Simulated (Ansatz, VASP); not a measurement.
# AlNi in VASP and in Ansatz

Contents of INCAR:

```
SYSTEM = AlNi
PREC     = Accurate       ! precision mode
ENCUT    = 520            ! plane-wave cutoff, eV
EDIFF    = 1E-6           ! SCF threshold, eV
ISMEAR   = 0              ! smearing method
SIGMA    = 0.1            ! smearing width, eV
LREAL    = .FALSE.        ! projectors in reciprocal space
LASPH    = .TRUE.         ! aspherical terms in the spheres
NELM     = 150            ! most SCF steps
ALGO     = Normal         ! electronic algorithm
ISIF     = 2              ! what is computed and relaxed
LWAVE    = .FALSE.        ! write WAVECAR
LCHARG   = .FALSE.        ! write CHGCAR
ISPIN    = 2              ! spin polarisation
MAGMOM   = 0 1            ! initial moments
LORBIT   = 11             ! projections on sites
LMAXMIX  = 4              ! l up to which the mixer works
GGA      = PS             ! functional
NBANDS   = 18             ! bands
```

The input KPOINTS:

```
regular mesh
0
G
  10 10 9
  0 0 0
```

POSCAR

```
AlNi
1.0
    2.0012752662     -2.0162393536      0.0000000000
    2.0012752662      2.0162393536      0.0000000000
    0.0000000000      0.0000000000      3.1994799995
Al Ni
1 1
Direct
    0.0000000000      0.0000000000      0.0000000000
    0.5000000000      0.5000000000      0.5000000000
```

Input for Ansatz:

```yaml
crystal:
  lattice:
    - [2.0012752661545665, -2.016239353550239, 0.0]
    - [2.0012752661545665, 2.016239353550239, 0.0]
    - [0.0, 0.0, 3.199479999540133]
  atoms:
    - { symbol: Al, position: [0.0, 0.0, 0.0] }
    - { symbol: Ni, position: [0.5, 0.5, 0.5], spin: 1.0 }
basis:
  ecutwfc: 500.0
kpoints:
  mp_grid:
    grid: [10, 10, 9]
hamiltonian:
  xc: pbesol
magnetization:
  spin_polarized: true
scf:
  convergence:
    dr2_threshold: 1.0e-10
  occupations:
    method: gaussian
    width: 0.1
```

Alike in both runs: task single point; functional PBEsol; k mesh 10 × 10 × 9; occupations gaussian, width 0.1 eV; collinear spin.

```csv
,VASP,Ansatz
version,VASP 6.6.1,Ansatz 0.2.0
potentials or method,"VASP PAW PBE potentials, release 64 (Al, Ni), cutoff 520 eV","plane waves, PAW"
valence electrons in the cell,13,21
```

|  | VASP | Ansatz | Ansatz less VASP |
| --- | --- | --- | --- |
| net moment per atom (μB) | 0.00 | 0.00 | 0.000 |

VASP's potentials were made for PBE, not for PBEsol. The functional is the same, so the differences come from potentials, cutoffs and numerics. VASP's potentials hold 13 valence electrons a cell and Ansatz's 21, so a difference there can come from the potentials and not from the codes. Ansatz's warnings: seeded moment not kept.
